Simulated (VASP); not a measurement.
A run of VASP 6.6.1 is set up as follows.

The input INCAR:

```
SYSTEM = Si2C
  PREC = Accurate
  ENCUT = 520
  EDIFF = 1E-7
  ISMEAR = 0
  SIGMA = 0.1
  LREAL = .False.
  LASPH = .True.
  NELM = 100
  ALGO = Normal
  ISIF = 2
  LWAVE = .False.
  LCHARG = .False.
  GGA = PE
  NBANDS = 21
```

The input KPOINTS:

```
Automatic mesh
0
Gamma
  12 12 14
  0 0 0
```

Contents of POSCAR:

```
Si2C
1.0
    5.2719670094      0.0000000000      0.0000000000
   -2.6359835047      4.5656573581      0.0000000000
    0.0000000000      0.0000000000      2.7329678072
Si C
4 2
Direct
    0.0000000000      0.0000000000      0.0000000000
    0.4128705141      0.0000000000      0.5000000000
    0.0000000000      0.4128705141      0.5000000000
    0.5871294859      0.5871294859      0.5000000000
    0.6666666667      0.3333333333      0.0000000000
    0.3333333333      0.6666666667      0.0000000000
```

Potentials or basis: VASP PAW PBE potentials, release 64 (Si, C).

Run with:

```console
$ cat potpaw_PBE.64/Si/POTCAR potpaw_PBE.64/C/POTCAR > POTCAR
$ mpirun -np 1 vasp_std > vasp.out
```

(1) Estimate the pressure.

(2) What does it give for the largest force?

## Answers

(1) 0.0 GPa.

(2) 0.007 eV/Å.
